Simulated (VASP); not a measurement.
Input of a VASP 6.6.1 run:

File POSCAR:

```
ScBr5
1.0
    6.5821420000      0.0000000000      0.0000000000
   -3.1578980000      6.4290310000      0.0000000000
   -0.1516640000     -3.5873280000      9.0796860000
Sc Br
2 10
Direct
    0.8934400000      0.7774500000      0.2763500000
    0.1065600000      0.2225500000      0.7236500000
    0.2479000000      0.1873100000      0.4551500000
    0.7521000000      0.8126900000      0.5448500000
    0.1232900000      0.6182700000      0.3525500000
    0.8767100000      0.3817300000      0.6474500000
    0.6925700000      0.9943200000      0.2518300000
    0.3074300000      0.0056800000      0.7481700000
    0.5458400000      0.4155700000      0.1663700000
    0.4541600000      0.5844300000      0.8336300000
    0.0778500000      0.8150500000      0.0636900000
    0.9221500000      0.1849500000      0.9363100000
```

The input INCAR.step1:

```
SYSTEM = ScBr5
ALGO = Normal ; EDIFF = 1E-4
ENCUT = 520 ; GGA = PE
ISMEAR = 0 ; LASPH = .True.
LCHARG = .False. ; LREAL = .False.
LWAVE = .True. ; NBANDS = 58
NELM = 100 ; PREC = Accurate
SIGMA = 0.0454
```

The input INCAR.step2:

```
SYSTEM = ScBr5
ALGO = Normal ; EDIFF = 1E-7
ENCUT = 520 ; ISIF = 2
ISMEAR = 0 ; ISTART = 1
LASPH = .True. ; LCHARG = .False.
LMIXTAU = .True. ; LREAL = .False.
LWAVE = .False. ; METAGGA = R2SCAN
NBANDS = 58 ; NELM = 100
PREC = Accurate ; SIGMA = 0.0454
```

Contents of KPOINTS:

```
Automatic mesh
0
Gamma
  3 3 2
  0.5 0 0
```

Potentials or basis: VASP PAW PBE potentials, release 64 (Sc_sv, Br).

The run is started by

```console
$ cat potpaw_PBE.64/Sc_sv/POTCAR potpaw_PBE.64/Br/POTCAR > POTCAR
$ cp INCAR.step1 INCAR
$ mpirun -np 1 vasp_std > vasp.out
$ cp INCAR.step2 INCAR
$ mpirun -np 1 vasp_std > vasp.out
```

Q: Estimate the band gap on the k mesh.

A: Zero (bands 46 and 47 overlap by 0.08 eV).

Q: Predict the pressure.

A: 2.3 GPa.

Q: What does it give for the largest force?

A: 1.109 eV/Å.

Stress tensor (GPa, compression positive):
```
 3.09 -0.50  0.15
-0.50  2.28 -0.33
 0.15 -0.33  1.52
```

Caveat: the k points lie up to 0.36 Å⁻¹ apart; the PAW data sets were made with another functional, which shifts forces and pressure a little.
